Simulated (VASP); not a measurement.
# CsCl (Pm-3m) in VASP: notebook, part 2 of 2

VASP 6.6.1.

**3. Single point, PBE (35.59 Å³/atom)**

This run uses another cell than the first one, of 35.59 Å³/atom.

INCAR

```
SYSTEM = CsCl
  PREC = Accurate
  ENCUT = 500
  EDIFF = 1E-6
  ISMEAR = 0
  SIGMA = 0.05
  LREAL = .False.
  LASPH = .True.
  NELM = 120
  ALGO = Normal
  ISIF = 2
  LWAVE = .False.
  LCHARG = .True.
  GGA = PE
  LELF = .True.
  LVHAR = .True.
  NBANDS = 15
  GGA_COMPAT = .False.
```

KPOINTS

```
Automatic mesh
0
Gamma
  8 8 8
  0 0 0
```

POSCAR

```
CsCl
1.0
    4.1441750563      0.0000000000      0.0000000000
    0.0000000000      4.1441750563      0.0000000000
    0.0000000000      0.0000000000      4.1441750563
Cs Cl
1 1
Direct
    0.0000000000      0.0000000000      0.0000000000
    0.5000000000      0.5000000000      0.5000000000
```

Potentials or basis: VASP PAW PBE potentials, release 64 (Cs_sv, Cl).

The run is started by

```bash
$ cat potpaw_PBE.64/Cs_sv/POTCAR potpaw_PBE.64/Cl/POTCAR > POTCAR
$ mpirun -np 1 vasp_std > vasp.out
```

OUTCAR:

```text
SYSTEM = CsCl
   PREC = Accurate
   ENCUT = 500
   EDIFF = 1E-6
   ISMEAR = 0
   LREAL = .False.
   LASPH = .True.
   NELM = 120
   ISIF = 2
   GGA = PE

 ion  position               nearest neighbor table
   1  0.000  0.000  0.000-
   2  0.500  0.500  0.500-

  LATTYP: Found a simple cubic cell.
 ALAT       =     4.1441750563

  Lattice vectors:

 A1 = (   4.1441750563,   0.0000000000,   0.0000000000)
 A2 = (   0.0000000000,   4.1441750563,   0.0000000000)
 A3 = (   0.0000000000,   0.0000000000,   4.1441750563)

Analysis of symmetry for initial positions (statically):
=====================================================================
 Subroutine PRICEL returns:
 Original cell was already a primitive cell.

 Routine SETGRP: Setting up the symmetry group for a
 simple cubic supercell.

 Subroutine GETGRP returns: Found 48 space group operations
 (whereof 48 operations were pure point group operations)
 out of a pool of 48 trial point group operations.

The static configuration has the point symmetry O_h .

Analysis of symmetry for dynamics (positions and initial velocities):
=====================================================================
 Subroutine PRICEL returns:
 Original cell was already a primitive cell.

 Routine SETGRP: Setting up the symmetry group for a
 simple cubic supercell.

 Subroutine GETGRP returns: Found 48 space group operations
 (whereof 48 operations were pure point group operations)
 out of a pool of 48 trial point group operations.

The dynamic configuration has the point symmetry O_h .

 Subroutine INISYM returns: Found 48 space group operations
 (whereof 48 operations are pure point group operations),
 and found     1 'primitive' translations

----------------------------------------------------------------------------------------

                                     Primitive cell

  volume of cell :      71.1728

  direct lattice vectors                    reciprocal lattice vectors
     4.144175056  0.000000000  0.000000000     0.241302548  0.000000000  0.000000000
     0.000000000  4.144175056  0.000000000     0.000000000  0.241302548  0.000000000
     0.000000000  0.000000000  4.144175056     0.000000000  0.000000000  0.241302548

  length of vectors
     4.144175056  4.144175056  4.144175056     0.241302548  0.241302548  0.241302548

  position of ions in fractional coordinates (direct lattice)
     0.000000000  0.000000000  0.000000000
     0.500000000  0.500000000  0.500000000

  ion indices of the primitive-cell ions
   primitive index   ion index
                 1           1
                 2           2

----------------------------------------------------------------------------------------

 KPOINTS: Automatic mesh

Automatic generation of k-mesh.
 Grid dimensions read from file:
 generate k-points for:    8    8    8

 Generating k-lattice:

  Cartesian coordinates                     Fractional coordinates (reciprocal lattice)
     0.030162818  0.000000000  0.000000000     0.125000000  0.000000000  0.000000000
     0.000000000  0.030162818  0.000000000     0.000000000  0.125000000  0.000000000
     0.000000000  0.000000000  0.030162818     0.000000000  0.000000000  0.125000000

  Length of vectors
     0.030162818  0.030162818  0.030162818

  Shift w.r.t. Gamma in fractional coordinates (k-lattice)
     0.000000000  0.000000000  0.000000000

 Subroutine IBZKPT returns following result:
 ===========================================

 Found     35 irreducible k-points:

 Following reciprocal coordinates:
            Coordinates               Weight
  0.000000  0.000000  0.000000      1.000000
  0.125000  0.000000  0.000000      6.000000
  0.250000  0.000000  0.000000      6.000000
  0.375000  0.000000  0.000000      6.000000
  0.500000  0.000000  0.000000      3.000000
  0.125000  0.125000  0.000000     12.000000
[... 16 lines left out ...]
  0.375000  0.375000  0.125000     24.000000
  0.500000  0.375000  0.125000     24.000000
 [... further k-points ...]
   k-points           NKPTS =     35   k-points in BZ     NKDIM =     35   number of bands    NBANDS=     15
   number of dos      NEDOS =    301   number of ions     NIONS =      2
   total plane-waves  NPLWV =  27000
   dimension x,y,z NGX =    30 NGY =   30 NGZ =   30
   dimension x,y,z NGXF=    60 NGYF=   60 NGZF=   60
   ions per type =               1   1
   NGX,Y,Z   is equivalent  to a cutoff of  12.03, 12.03, 12.03 a.u.
   NGXF,Y,Z  is equivalent  to a cutoff of  24.07, 24.07, 24.07 a.u.
 SYSTEM =  CsCl
   PREC   = accura    normal or accurate (medium, high low for compatibility)
   ISTART =      0    job   : 0-new  1-cont  2-samecut
   ICHARG =      2    charge: 1-file 2-atom 10-const
   ISPIN  =      1    spin polarized calculation?
   LNONCOLLINEAR =      F non collinear calculations
   LSORBIT =      F    spin-orbit coupling
   LASPH  =      T    aspherical Exc in radial PAW
   ENCUT  =  500.0 eV  36.75 Ry    6.06 a.u.   7.56  7.56  7.56*2*pi/ulx,y,z
   NELM   =    120;   NELMIN=  2; NELMDL= -5     # of ELM steps
   EDIFF  = 0.1E-05   stopping-criterion for ELM
   LREAL  =      F    real-space projection
   EDIFFG = 0.1E-04   stopping-criterion for IOM
   NSW    =      0    number of steps for IOM
   IBRION =     -1    ionic relax: 0-MD 1-quasi-New 2-CG
   NFREE  =      0    steps in history (QN), initial steepest desc. (CG)
   ISIF   =      2    stress and relaxation
   ISYM   =      2    0-nonsym 1-usesym 2-fastsym
   POTIM  = 0.5000    time-step for ionic-motion
   TEBEG  =    0.0;   TEEND  =   0.0 temperature during run
   PSTRESS=    0.0 pullay stress
   NELECT =      16.0000    total number of electrons
   NUPDOWN=      -1.0000    fix difference up-down
   EMIN   =  10.00;   EMAX   =-10.00  energy-range for DOS
   EFERMI =   0.00;   METHOD = LEGACY
   ISMEAR =     0;   SIGMA  =   0.05  broadening in eV -4-tet -1-fermi 0-gaus
   EFERMI_NEDOS =   21; number of points for ismear=-14 and -15
   IALGO  =     38    algorithm
   IMIX   =      4    mixing-type and parameters
     AMIX     =   0.40;   BMIX     =  1.00
     AMIX_MAG =   1.60;   BMIX_MAG =  1.00
  volume/ion in A,a.u.               =      35.59       240.15
  Fermi-wavevector in a.u.,A,eV,Ry     =   0.995428  1.881087 13.481712  0.990878
  Thomas-Fermi vector in A             =   2.127448
   LORBIT       =      0    0 simple, 1 ext, 2 COOP (PROOUT), +10 PAW based schemes
   GGA     = PE    functional components
   LHFCALC =     F    Hartree Fock is set to
   AEXX    =    0.0000 exact exchange contribution
   IVDW    =     0    specifies the selected vdW correction
   LEPSILON=     F    determine dielectric tensor
   LRPA    =     F    only Hartree local field effects (RPA)
 non-spin polarized calculation
 Gauss-broadening in eV      SIGMA  =   0.05
  energy-cutoff  :      500.00
  volume of cell :       71.17
 maximum number of plane-waves:      1856
   NGX = 15   NGY = 15   NGZ = 15

 number of electron      15.9999997 magnetization

 Free energy of the ion-electron system (eV)
  ---------------------------------------------------
  ext. energy  EPLUGINS =         0.00000000
  ---------------------------------------------------
  free energy    TOTEN  =        -6.53316350 eV

  energy without entropy =       -6.53316350  energy(sigma->0) =       -6.53316350

 E-fermi :  -0.1920     XC(G=0):  -8.1868

 val. band max:       -0.3963566508   @ k =   0.0000   0.0000   0.0000
 cond. band min:       4.7945823902   @ k =   0.0000   0.0000   0.0000
 fundamental gap:      5.1909390410
 Fermi energy:        -0.1920402337

 k-point     1 :       0.0000    0.0000    0.0000
  band No.  band energies     occupation
      1     -19.7992      2.00000
      2     -12.5534      2.00000
      3      -6.2966      2.00000
      4      -6.2966      2.00000
      5      -6.2966      2.00000
      6      -0.3964      2.00000
      7      -0.3964      2.00000
      8      -0.3964      2.00000
      9       4.7946      0.00000
     10       5.0115      0.00000
     11       5.0115      0.00000
     12       9.5757      0.00000
     13       9.5757      0.00000
     14       9.5757      0.00000
     15      12.7529      0.00000
[... 397 lines left out ...]
 k-point    24 :       0.5000    0.3750    0.1250
  band No.  band energies     occupation
      1     -19.6572      2.00000
      2     -12.4755      2.00000
      3      -6.9786      2.00000
      4      -6.8946      2.00000
      5      -6.2129      2.00000
      6      -0.9730      2.00000
      7      -0.9138      2.00000
      8      -0.5864      2.00000
      9       6.0952      0.00000
     10       6.1235      0.00000
     11       7.7463      0.00000
     12       7.7629      0.00000
     13       9.7016      0.00000
     14      10.8533      0.00000
     15      12.0296      0.00000

 [... further k-points ...]
[... 5 lines left out ...]
  --------------------------------------------------------------------------------------
  -------------------------------------------------------------------------------------
  Total        0.3246589      0.3246589      0.3246589      0.0000000      0.0000000      0.0000000
  in kB        7.3084223      7.3084223      7.3084223      0.0000000      0.0000000      0.0000000
  external PRESSURE =       7.3084223 kB  Pullay stress =       0.0000000 kB

 VOLUME and BASIS-vectors are now :
 -----------------------------------------------------------------------------
  energy-cutoff  :      500.00
  volume of cell :       71.17
      direct lattice vectors                 reciprocal lattice vectors
     4.144175056  0.000000000  0.000000000     0.241302548  0.000000000  0.000000000
     0.000000000  4.144175056  0.000000000     0.000000000  0.241302548  0.000000000
     0.000000000  0.000000000  4.144175056     0.000000000  0.000000000  0.241302548

 POSITION                                       TOTAL-FORCE (eV/Angst)
 -----------------------------------------------------------------------------------
      0.00000      0.00000      0.00000         0.000000      0.000000      0.000000
      2.07209      2.07209      2.07209         0.000000      0.000000      0.000000
 -----------------------------------------------------------------------------------
    total drift:                                0.000000      0.000000      0.000000

  FREE ENERGIE OF THE ION-ELECTRON SYSTEM (eV)
  ---------------------------------------------------
  free  energy   TOTEN  =        -6.5331635011 eV

  energy  without entropy=       -6.5331635011  energy(sigma->0) =       -6.53316350
```

stdout:

```text
POSCAR found type information on POSCAR CsCl
 POSCAR found :  2 types and       2 ions
 scaLAPACK will be used
 LDA part: xc-table for (Slater+PW92), standard interpolation
 POSCAR, INCAR and KPOINTS ok, starting setup
 FFT: planning ... GRIDC
 FFT: planning ... GRID_SOFT
 FFT: planning ... GRID
 WAVECAR not read
 entering main loop
```

Run time: 30 s. Hardware: 1 thread of Intel Xeon 8259CL, shared host; peak memory 0.18 GiB.

Results:

```yaml
Free_energy: -6.5332 eV
Pressure: 0.7 GPa
Band_gap_on_the_k_mesh: 5.19 eV
```

Caveat: spin-orbit coupling is left out, which moves the levels of the heavy elements.

**4. Single point, PBE (37.19 Å³/atom)**

This run uses another cell than the first one, of 37.19 Å³/atom.

INCAR

```
ALGO = Normal ; EDIFF = 1E-6
ENCUT = 500 ; GGA = PE
GGA_COMPAT = F ; ISIF = 2
ISMEAR = 0 ; LASPH = T
LCHARG = T ; LELF = T
LREAL = F ; LVHAR = T
LWAVE = F ; NBANDS = 15
NELM = 120 ; PREC = Accurate
SIGMA = 0.05
```

KPOINTS

```
k-points
0
Gamma
  8 8 8
```

POSCAR

```
CsCl
1.0
    4.2053960488      0.0000000000      0.0000000000
    0.0000000000      4.2053960488      0.0000000000
    0.0000000000      0.0000000000      4.2053960488
Cs Cl
1 1
Direct
    0.0000000000      0.0000000000      0.0000000000
    0.5000000000      0.5000000000      0.5000000000
```

The run is started by

```bash
$ cat potpaw_PBE.64/Cs_sv/POTCAR potpaw_PBE.64/Cl/POTCAR > POTCAR
$ mpirun -np 1 vasp_std > vasp.out
```

Run time: 25 s. Hardware: 1 thread of Intel Xeon 8259CL, shared host; peak memory 0.19 GiB.

Results (log left out):

* Free energy: -6.5412 eV
* Pressure: 0.0 GPa
* Band gap on the k mesh: 5.00 eV

Levels at points of the mesh, in eV from the valence-band top:
| k point | band 4 | band 5 | band 6 | band 7 | band 8 | band 9 | band 10 | band 11 | band 12 | band 13 |
| --- | --- | --- | --- | --- | --- | --- | --- | --- | --- | --- |
| (0.00, 0.00, 0.00) | -6.00 | -6.00 | 0.00 | 0.00 | 0.00 | 5.00 | 5.44 | 5.44 | 9.81 | 9.81 |
| (0.50, 0.00, 0.00) | -5.88 | -5.88 | -1.05 | -0.19 | -0.19 | 6.38 | 7.32 | 8.50 | 9.25 | 9.25 |
| (0.50, 0.50, 0.00) | -6.65 | -5.81 | -0.41 | -0.41 | -0.03 | 5.89 | 5.97 | 7.90 | 7.90 | 11.43 |
| (0.50, 0.50, 0.50) | -6.46 | -6.46 | -0.96 | -0.96 | -0.96 | 8.24 | 8.24 | 8.24 | 10.19 | 10.19 |

Caveat: spin-orbit coupling is left out, which moves the levels of the heavy elements.

**5. The runs side by side**

| cell | gap on the mesh (eV) | pressure (GPa) |
| --- | --- | --- |
| a = 4.137 Å, 2 atoms | 5.22 | 0.8 |
| a = 4.144 Å, 2 atoms | 5.19 | 0.7 |
| a = 4.205 Å, 2 atoms | 5.00 | 0.0 |

Alike in all rows: task single point; level PBE; potentials or basis VASP PAW PBE potentials, release 64 (Cs_sv, Cl); no spin polarisation; k mesh 8 × 8 × 8; cutoff (eV) 500; smearing gaussian 0.05 eV.

Caveats: spin-orbit coupling is left out, which moves the levels of the heavy elements.

Absolute energies hang on the potentials; compare differences alone.
